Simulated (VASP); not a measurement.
Si:

```
CELL_PARAMETERS angstrom
0.00000 2.71500 2.71500
2.71500 0.00000 2.71500
2.71500 2.71500 0.00000
ATOMIC_POSITIONS crystal
Si 0.00000 0.00000 0.00000
Si 0.25000 0.25000 0.25000
```

```yaml
Program: VASP 6.6.1
Task: relaxation of cell and atoms
Functional: PBE
Potentials_or_basis: VASP PAW PBE potentials, release 64 (Si)
Cutoff: 600 eV
k_mesh: 10 × 10 × 10
Occupations: gaussian, width 0.01 eV
Spin: no spin polarisation
```

At the start: pressure 2.0 GPa; volume 20.01 Å³/atom.

Q: How do energy, volume and symmetry change on relaxing?

A: Over 3 steps the energy falls by 2.6 meV/atom and the volume is 20.44 Å³/atom (+2.1 %); space group Fd-3m (No. 227, to 0.05 Å).

The path:
| step | energy change (eV) | largest force (eV/Å) | pressure (GPa) | volume (Å³) |
| --- | --- | --- | --- | --- |
| 1 | 0.0000 | 0.0000 | 1.99 | 40.03 |
| 2 | -0.0029 | 0.0000 | -1.24 | 41.48 |
| 3 | -0.0052 | 0.0000 | 0.01 | 40.89 |

Final structure:
```yaml
crystal:
  lattice:
    - [0.00000, 2.73431, 2.73431]
    - [2.73431, 0.00000, 2.73431]
    - [2.73431, 2.73431, 0.00000]
  atoms:
    - { symbol: Si, position: [0.00000, 0.00000, 0.00000] }
    - { symbol: Si, position: [0.25000, 0.25000, 0.25000] }
```
